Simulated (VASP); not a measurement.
Runs of VASP 6.6.1 on Sn. The structure is that of space group Im-3m (No. 229), or close to it. The cells are those of the table. 

```csv
cell,gap on the mesh (eV),pressure (GPa)
"a = 3.352 Å, angles 108.2, 108.2, 112.1°, 1 atom",none,-4.4
"a = 3.405 Å, angles 109.5°, 1 atom",none,(b)
"a = 3.135 Å, angles 108.8, 108.8, 110.9°, 1 atom",none,(a)
"a = 3.378 Å, angles 108.8, 108.8, 110.8°, 1 atom",none,-5.2
"a = 3.324 Å, angles 109.5°, 1 atom",none,-3.7
```

Alike in all rows: task single point; level PBEsol; potentials or basis VASP PAW PBE potentials, release 64 (Sn_d); no spin polarisation; k mesh 22 × 22 × 22; cutoff (eV) 520; smearing gaussian 0.15 eV.

Q: Estimate the missing entries.

A: (a) 6.8; (b) -5.8.

Caveats: the PAW data sets were made with another functional, which shifts forces and pressure a little; spin-orbit coupling is left out, which moves the levels of the heavy elements; the cell stands under tension (at least some runs); the cell stands under pressure (at least some runs).

A k mesh can miss the band edges, and the runs leave out spin-orbit coupling on Sn.

A gap of «none» marks levels without a gap at the run's occupations.
